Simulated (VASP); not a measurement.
# ZnSe in VASP: single point with PBE+D3(BJ)

Aim: the single point of ZnSe with PBE+D3(BJ).

Program: VASP 6.6.1. These are calculated values, not measurements. Logs are shortened: lines on timing, memory, paths and dates and some standing lists are left out, and cuts for length are marked.

## Step 1: The cell of the first run

The cell holds a slab with vacuum, 16 atoms: a = 7.997 Å, b = 7.997 Å, c = 20.081 Å, α = 90.00°, β = 90.00°, γ = 120.00°.

## Step 2: Single point, PBE+D3(BJ)

Input file INCAR:

```
SYSTEM = ZnSe
  ALGO = Normal
  DIPOL = 0.5 0.5 0.487
  EDIFF = 1E-6
  ENCUT = 520
  GGA = PE
  IDIPOL = 3
  ISIF = 2
  ISMEAR = 0
  IVDW = 12
  LASPH = .TRUE.
  LCHARG = .FALSE.
  LDIPOL = .TRUE.
  LREAL = Auto
  LWAVE = .FALSE.
  NBANDS = 86
  NELM = 60
  PREC = Accurate
  SIGMA = 0.05
```

Input file KPOINTS:

```
k-points
0
G
  2 2 1
  0 0 0
```

Input file POSCAR:

```
ZnSe
1.0
    7.9972834977      0.0000000000      0.0000000000
   -3.9986417489      6.9258506703      0.0000000000
    0.0000000000      0.0000000000     20.0810966454
Se Zn
8 8
Direct
    0.5000000000      0.0000000000      0.3983846172
    0.5000000000      0.5000000000      0.3983846172
    0.0000000000      0.0000000000      0.3983846172
    0.0000000000      0.5000000000      0.3983846172
    0.6666666667      0.8333333333      0.5742910775
    0.6666666667      0.3333333333      0.5742910775
    0.1666666667      0.8333333333      0.5742910775
    0.1666666667      0.3333333333      0.5742910775
    0.1666666667      0.8333333333      0.4390307703
    0.1666666667      0.3333333333      0.4390307703
    0.6666666667      0.8333333333      0.4390307703
    0.6666666667      0.3333333333      0.4390307703
    0.3333333333      0.6666666667      0.5374725641
    0.3333333333      0.1666666667      0.5374725641
    0.8333333333      0.6666666667      0.5374725641
    0.8333333333      0.1666666667      0.5374725641
```

Potentials or basis: VASP PAW PBE potentials, release 64 (Se, Zn).

The run is started by

```sh
cat potpaw_PBE.64/Se/POTCAR potpaw_PBE.64/Zn/POTCAR > POTCAR
mpirun -np 1 vasp_std > vasp.out
```

OUTCAR:

```text
SYSTEM = ZnSe
   EDIFF = 1E-6
   ENCUT = 520
   GGA = PE
   ISIF = 2
   ISMEAR = 0
   IVDW = 12
   LASPH = .TRUE.
   LREAL = Auto
   NELM = 60
   PREC = Accurate
 IVDW          = 12

 ion  position               nearest neighbor table
   1  0.500  0.000  0.398-   9 2.45  12 2.45  11 2.45
   2  0.500  0.500  0.398-  10 2.45  11 2.45  12 2.45
   3  0.000  0.000  0.398-  11 2.45  10 2.45   9 2.45
   4  0.000  0.500  0.398-  12 2.45   9 2.45  10 2.45
   5  0.667  0.833  0.574-  15 2.42  13 2.42  16 2.42  11 2.72
   6  0.667  0.333  0.574-  16 2.42  14 2.42  15 2.42  12 2.72
   7  0.167  0.833  0.574-  13 2.42  15 2.42  14 2.42   9 2.72
   8  0.167  0.333  0.574-  14 2.42  16 2.42  13 2.42  10 2.72
   9  0.167  0.833  0.439-   1 2.45   4 2.45   3 2.45   7 2.72  13 3.04  15 3.04  14 3.04
  10  0.167  0.333  0.439-   2 2.45   3 2.45   4 2.45   8 2.72  14 3.04  16 3.04  13 3.04
  11  0.667  0.833  0.439-   3 2.45   2 2.45   1 2.45   5 2.72  15 3.04  13 3.04  16 3.04
  12  0.667  0.333  0.439-   4 2.45   1 2.45   2 2.45   6 2.72  16 3.04  14 3.04  15 3.04
  13  0.333  0.667  0.537-   7 2.42   5 2.42   8 2.42   9 3.04  11 3.04  10 3.04
  14  0.333  0.167  0.537-   8 2.42   6 2.42   7 2.42  10 3.04  12 3.04   9 3.04
  15  0.833  0.667  0.537-   5 2.42   7 2.42   6 2.42  11 3.04   9 3.04  12 3.04
  16  0.833  0.167  0.537-   6 2.42   8 2.42   5 2.42  12 3.04  10 3.04  11 3.04

  LATTYP: Found a hexagonal cell.
 ALAT       =     7.9972834977
 C/A-ratio  =     2.5109897193

  Lattice vectors:

 A1 = (   7.9972834977,   0.0000000000,   0.0000000000)
 A2 = (  -3.9986417489,   6.9258506703,   0.0000000000)
 A3 = (   0.0000000000,   0.0000000000,  20.0810966454)

Analysis of symmetry for initial positions (statically):
=====================================================================
 Subroutine PRICEL returns following result:

  LATTYP: Found a hexagonal cell.
 ALAT       =     3.9986417488
 C/A-ratio  =     5.0219794387

  Lattice vectors:

 A1 = (   3.9986417488,   0.0000000000,   0.0000000000)
 A2 = (  -1.9993208744,   3.4629253351,   0.0000000000)
 A3 = (   0.0000000000,   0.0000000000,  20.0810966454)

   4 primitive cells build up your supercell.

 Routine SETGRP: Setting up the symmetry group for a
 hexagonal supercell.

 Subroutine GETGRP returns: Found  6 space group operations
 (whereof  6 operations were pure point group operations)
 out of a pool of 24 trial point group operations.

The static configuration has the point symmetry C_3v.

Analysis of symmetry for dynamics (positions and initial velocities):
=====================================================================
 Subroutine PRICEL returns following result:

  LATTYP: Found a hexagonal cell.
 ALAT       =     3.9986417488
 C/A-ratio  =     5.0219794387

  Lattice vectors:

 A1 = (   3.9986417488,   0.0000000000,   0.0000000000)
 A2 = (  -1.9993208744,   3.4629253351,   0.0000000000)
 A3 = (   0.0000000000,   0.0000000000,  20.0810966454)

   4 primitive cells build up your supercell.

 Routine SETGRP: Setting up the symmetry group for a
 hexagonal supercell.

 Subroutine GETGRP returns: Found  6 space group operations
 (whereof  6 operations were pure point group operations)
 out of a pool of 24 trial point group operations.

The dynamic configuration has the point symmetry C_3v.

 Subroutine INISYM returns: Found  6 space group operations
 (whereof  6 operations are pure point group operations),
 and found     4 'primitive' translations

----------------------------------------------------------------------------------------

                                     Primitive cell

  volume of cell :     278.0629

  direct lattice vectors                    reciprocal lattice vectors
     3.998641749  0.000000000  0.000000000     0.250084920  0.144386596  0.000000000
    -1.999320874  3.462925335  0.000000000     0.000000000  0.288773191  0.000000000
     0.000000000  0.000000000 20.081096645     0.000000000  0.000000000  0.049798077

  length of vectors
     3.998641749  3.998641749 20.081096645     0.288773191  0.288773191  0.049798077

  position of ions in fractional coordinates (direct lattice)
     1.000000000  0.000000000  0.398384617
     0.333333333  0.666666667  0.574291077
     0.333333333  0.666666667  0.439030770
     0.666666667  0.333333333  0.537472564

  ion indices of the primitive-cell ions
   primitive index   ion index
                 1           1
                 2           5
                 3          11
                 4          14

----------------------------------------------------------------------------------------

 KPOINTS: k-points

Automatic generation of k-mesh.
 Grid dimensions read from file:
 generate k-points for:    2    2    1

 Generating k-lattice:

  Cartesian coordinates                     Fractional coordinates (reciprocal lattice)
     0.062521230  0.036096649  0.000000000     0.500000000 -0.000000000  0.000000000
     0.000000000  0.072193298  0.000000000     0.000000000  0.500000000  0.000000000
     0.000000000  0.000000000  0.049798077     0.000000000  0.000000000  1.000000000

  Length of vectors
     0.072193298  0.072193298  0.049798077

  Shift w.r.t. Gamma in fractional coordinates (k-lattice)
     0.000000000  0.000000000  0.000000000

 Subroutine IBZKPT returns following result:
 ===========================================

 Found      2 irreducible k-points:

 Following reciprocal coordinates:
            Coordinates               Weight
  0.000000  0.000000  0.000000      1.000000
  0.500000  0.000000  0.000000      3.000000
   k-points           NKPTS =      2   k-points in BZ     NKDIM =      2   number of bands    NBANDS=     86
   number of dos      NEDOS =    301   number of ions     NIONS =     16
   total plane-waves  NPLWV = 540000
   dimension x,y,z NGX =    60 NGY =   60 NGZ =  150
   dimension x,y,z NGXF=   120 NGYF=  120 NGZF=  300
   ions per type =               8   8
   NGX,Y,Z   is equivalent  to a cutoff of  12.47, 12.47, 12.42 a.u.
   NGXF,Y,Z  is equivalent  to a cutoff of  24.95, 24.95, 24.84 a.u.
 SYSTEM =  ZnSe
   PREC   = accura    normal or accurate (medium, high low for compatibility)
   ISTART =      0    job   : 0-new  1-cont  2-samecut
   ICHARG =      2    charge: 1-file 2-atom 10-const
   ISPIN  =      1    spin polarized calculation?
   LNONCOLLINEAR =      F non collinear calculations
   LSORBIT =      F    spin-orbit coupling
   LASPH  =      T    aspherical Exc in radial PAW
   ENCUT  =  520.0 eV  38.22 Ry    6.18 a.u.  14.87 14.87 37.34*2*pi/ulx,y,z
   NELM   =     60;   NELMIN=  2; NELMDL= -5     # of ELM steps
   EDIFF  = 0.1E-05   stopping-criterion for ELM
   LREAL  =      T    real-space projection
   EDIFFG = 0.1E-04   stopping-criterion for IOM
   NSW    =      0    number of steps for IOM
   IBRION =     -1    ionic relax: 0-MD 1-quasi-New 2-CG
   NFREE  =      0    steps in history (QN), initial steepest desc. (CG)
   ISIF   =      2    stress and relaxation
   ISYM   =      2    0-nonsym 1-usesym 2-fastsym
   POTIM  = 0.5000    time-step for ionic-motion
   TEBEG  =    0.0;   TEEND  =   0.0 temperature during run
   PSTRESS=    0.0 pullay stress
   NELECT =     144.0000    total number of electrons
   NUPDOWN=      -1.0000    fix difference up-down
   EMIN   =  10.00;   EMAX   =-10.00  energy-range for DOS
   EFERMI =   0.00;   METHOD = LEGACY
   ISMEAR =     0;   SIGMA  =   0.05  broadening in eV -4-tet -1-fermi 0-gaus
   EFERMI_NEDOS =   21; number of points for ismear=-14 and -15
   IALGO  =     38    algorithm
   IMIX   =      4    mixing-type and parameters
     AMIX     =   0.40;   BMIX     =  1.00
     AMIX_MAG =   1.60;   BMIX_MAG =  1.00
  volume/ion in A,a.u.               =      69.52       469.12
  Fermi-wavevector in a.u.,A,eV,Ry     =   0.828186  1.565045  9.332132  0.685892
  Thomas-Fermi vector in A             =   1.940519
   LORBIT       =      0    0 simple, 1 ext, 2 COOP (PROOUT), +10 PAW based schemes
   GGA     = PE    functional components
   LHFCALC =     F    Hartree Fock is set to
   AEXX    =    0.0000 exact exchange contribution
   IVDW    =    12    specifies the selected vdW correction
   LEPSILON=     F    determine dielectric tensor
   LRPA    =     F    only Hartree local field effects (RPA)
 non-spin polarized calculation
 Gauss-broadening in eV      SIGMA  =   0.05
  energy-cutoff  :      520.00
  volume of cell :     1112.25
 maximum number of plane-waves:     29988
 NGX is ok and might be reduce to    60
   NGX = 29   NGY = 29   NGZ = 75

 dipolmoment           0.000000      0.000000      0.000000 electrons x Angstroem

 number of electron     144.0000010 magnetization

 dipolmoment           0.000000      0.000000     -0.324037 electrons x Angstroem

 Free energy of the ion-electron system (eV)
  ---------------------------------------------------
  ext. energy  EPLUGINS =         0.00000000
  ---------------------------------------------------
  free energy    TOTEN  =       -44.38309295 eV

  energy without entropy =      -44.38309295  energy(sigma->0) =      -44.38309295

 E-fermi :  -2.9330     XC(G=0):  -3.5747

 val. band max:       -3.1975917046   @ k =   0.0000   0.0000   0.0000
 cond. band min:      -1.8877033548   @ k =   0.0000   0.0000   0.0000
 fundamental gap:      1.3098883499
 Fermi energy:        -2.9329876271

 k-point     1 :       0.0000    0.0000    0.0000
  band No.  band energies     occupation
      1     -16.6727      2.00000
      2     -16.0469      2.00000
      3     -16.0469      2.00000
      4     -16.0469      2.00000
      5     -15.4935      2.00000
      6     -14.9213      2.00000
[... 76 lines left out ...]
     83       0.3471      0.00000
     84       1.4040      0.00000

 k-point     2 :       0.5000    0.0000    0.0000
  band No.  band energies     occupation
      1     -16.3805      2.00000
      2     -16.3805      2.00000
      3     -16.0531      2.00000
      4     -16.0531      2.00000
      5     -15.2269      2.00000
      6     -15.2269      2.00000
[... 76 lines left out ...]
     83       2.0835      0.00000
     84       2.0835      0.00000
 [bands above 84 left out]

------------------------ aborting loop because EDIFF is reached ----------------------------------------

 vacuum level on the upper side and lower side of the slab       (xc-potential included)        -0.593         0.451

 Edisp (eV)   -3.79810

 E8    (eV) :    -1.6768

  FORCE on cell =-STRESS in cart. coord.  units (eV):
  Direction    XX          YY          ZZ          XY          YZ          ZX
  --------------------------------------------------------------------------------------
  -------------------------------------------------------------------------------------
  Total      -1.42006    -1.42006    -0.60151     0.00000    -0.00000     0.00000
  in kB      -2.04556    -2.04556    -0.86647     0.00000    -0.00000     0.00000
  external pressure =       -1.65 kB  Pullay stress =        0.00 kB

 VOLUME and BASIS-vectors are now :
 -----------------------------------------------------------------------------
  energy-cutoff  :      520.00
  volume of cell :     1112.25
      direct lattice vectors                 reciprocal lattice vectors
     7.997283498  0.000000000  0.000000000     0.125042460  0.072193298  0.000000000
    -3.998641749  6.925850670  0.000000000     0.000000000  0.144386596  0.000000000
     0.000000000  0.000000000 20.081096645     0.000000000  0.000000000  0.049798077

 POSITION                                       TOTAL-FORCE (eV/Angst)
 -----------------------------------------------------------------------------------
      3.99864      0.00000      8.00000        -0.000000     -0.000000      0.229208
      1.99932      3.46293      8.00000         0.000000      0.000000      0.229208
      0.00000      0.00000      8.00000         0.000000     -0.000000      0.229208
     -1.99932      3.46293      8.00000        -0.000000     -0.000000      0.229208
      1.99932      5.77154     11.53239        -0.000000     -0.000000      0.026819
      3.99864      2.30862     11.53239         0.000000     -0.000000      0.026819
[... 8 lines left out ...]
      3.99864      4.61723     10.79304        -0.000000      0.000000     -0.005519
      5.99796      1.15431     10.79304        -0.000000      0.000000     -0.005519
 -----------------------------------------------------------------------------------
    total drift:                               -0.000002      0.000002      0.013943

  FREE ENERGIE OF THE ION-ELECTRON SYSTEM (eV)
  ---------------------------------------------------
  free  energy   TOTEN  =       -48.1811957990 eV

  energy  without entropy=      -48.1811957990  energy(sigma->0) =      -48.18119580

 vacuum level on the upper side and lower side of the slab         1.823         2.887
```

It took 15 min on 1 thread of Intel Xeon 8259CL, shared host; peak memory 1 GiB.

Results:

```
Free energy                : -48.1812 eV
Largest force              : 0.251 eV/Å
Band gap on the k mesh     : 1.31 eV
Dispersion energy per atom : -0.237 eV
```

Forces on the atoms (eV/Å):
```
Se   0.000  0.000  0.229
Se   0.000  0.000  0.229
Se   0.000  0.000  0.229
Se   0.000  0.000  0.229
Se   0.000  0.000  0.027
Se   0.000  0.000  0.027
Se   0.000  0.000  0.027
Se   0.000  0.000  0.027
Zn   0.000  0.000 -0.251
Zn   0.000  0.000 -0.251
Zn   0.000  0.000 -0.251
Zn   0.000  0.000 -0.251
Zn   0.000  0.000 -0.006
Zn   0.000  0.000 -0.006
Zn   0.000  0.000 -0.006
Zn   0.000  0.000 -0.006
```

Caveat: the k points lie up to 0.45 Å⁻¹ apart.
